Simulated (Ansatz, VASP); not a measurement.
# One calculation of BaTiO3, two programs

INCAR

```
SYSTEM = BaTiO3
ALGO = Normal
EDIFF = 1E-6
ENCUT = 520
GGA = PE
ISIF = 2
ISMEAR = 0
LASPH = .True.
LCHARG = .False.
LREAL = .False.
LWAVE = .False.
NBANDS = 28
NELM = 80
PREC = Accurate
SIGMA = 0.05
```

KPOINTS

```
k-points
0
Gamma
  6 6 6
  0 0 0
```

POSCAR

```
BaTiO3
1.0
    2.8630706910      1.6529946342      2.3563003940
   -2.8630706910      1.6529946342      2.3563003940
    0.0000000000     -3.3059892684      2.3563003940
Ba Ti O
1 1 3
Direct
   -0.0693144481     -0.0693144481     -0.0693144481
    0.5191875227      0.5191875227      0.5191875227
    0.4883938465      0.4883938465      0.9777702638
    0.4883938465      0.9777702638      0.4883938465
    0.9777702638      0.4883938465      0.4883938465
```

Input for Ansatz:

```yaml
crystal:
  lattice:
    - [2.863070691, 1.6529946342, 2.356300394]
    - [-2.863070691, 1.6529946342, 2.356300394]
    - [0.0, -3.3059892684, 2.356300394]
  atoms:
    - { symbol: Ba, position: [-0.0693144481, -0.0693144481, -0.0693144481] }
    - { symbol: Ti, position: [0.5191875227, 0.5191875227, 0.5191875227] }
    - { symbol: O, position: [0.4883938465, 0.4883938465, 0.9777702638] }
    - { symbol: O, position: [0.4883938465, 0.9777702638, 0.4883938465] }
    - { symbol: O, position: [0.9777702638, 0.4883938465, 0.4883938465] }
basis:
  ecutwfc: 420
kpoints:
  mp_grid: { grid: [6, 6, 6] }
hamiltonian:
  xc: pbe
scf:
  occupations: { method: gaussian, width: 0.05 }
output:
  forces: true
  stress: true
  eigenvalues: true
```

Alike in both runs: task single point; functional PBE; k mesh 6 × 6 × 6; occupations gaussian, width 0.05 eV; no spin polarisation.

|  | VASP | Ansatz |
| --- | --- | --- |
| version | VASP 6.6.1 | Ansatz 0.2.0 |
| potentials or method | VASP PAW PBE potentials, release 64 (Ba_sv, Ti_sv, O), cutoff 520 eV | scalar-relativistic, plane waves, PAW |
| valence electrons in the cell | 40 | 40 |

|  | VASP | Ansatz | Ansatz less VASP |
| --- | --- | --- | --- |
| gap on the k mesh at the Fermi level (eV) | 2.45 | 2.47 | +0.024 |
| least direct gap on the mesh (eV) | 2.95 | 2.94 | -0.009 |
| pressure (GPa) | 7.7 | 5.7 | -1.96 |
| traceless stress, the component that is largest in VASP (GPa) | 8.77 | 8.33 | -0.441 |
| rms of the force components (eV/Å) | 1.240 | 1.140 | -0.1000 |

Atom by atom the forces differ by 0.119 eV/Å (rms over components). The functional is the same, so the differences come from potentials, cutoffs and numerics.

Spin-orbit coupling is off throughout.
